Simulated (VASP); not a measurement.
Here is a VASP 6.6.1 calculation.

Contents of INCAR:

```
SYSTEM = Zr
ALGO = Normal ; EDIFF = 1E-6
ENCUT = 520 ; GGA = PS
ISIF = 2 ; ISMEAR = -1
LASPH = .TRUE. ; LCHARG = .FALSE.
LREAL = .FALSE. ; LWAVE = .FALSE.
NBANDS = 25 ; NELM = 100
PREC = Accurate ; SIGMA = 0.1
```

The input KPOINTS:

```
k-points
0
G
  8 8 11
  0 0 0
```

POSCAR

```
Zr
1.0
    5.1055550528      0.0000000000      0.0000000000
   -2.5527775264      4.4215403762      0.0000000000
    0.0000000000      0.0000000000      3.1878809302
Zr
3
Direct
    1.0000000000      0.0000000000      1.0000000000
    0.3333333333      0.6666666667      0.5000000000
    0.6666666667      0.3333333333      0.5000000000
```

Potentials or basis: VASP PAW PBE potentials, release 64 (Zr_sv).

Command:

```bash
$ cat potpaw_PBE.64/Zr_sv/POTCAR > POTCAR
$ mpirun -np 1 vasp_std > vasp.out
```

Task: Predict the band gap on the k mesh.

Result: Zero (band 18 reaches 8.71 eV, above the bottom of band 19 at 8.21 eV).

Task: Predict the pressure.

Result: -6.7 GPa.

Stress tensor (GPa, compression positive):
```
-6.68  0.00  0.00
 0.00 -6.68  0.00
 0.00  0.00 -6.86
```

Caveat: the PAW data sets were made with another functional, which shifts forces and pressure a little.
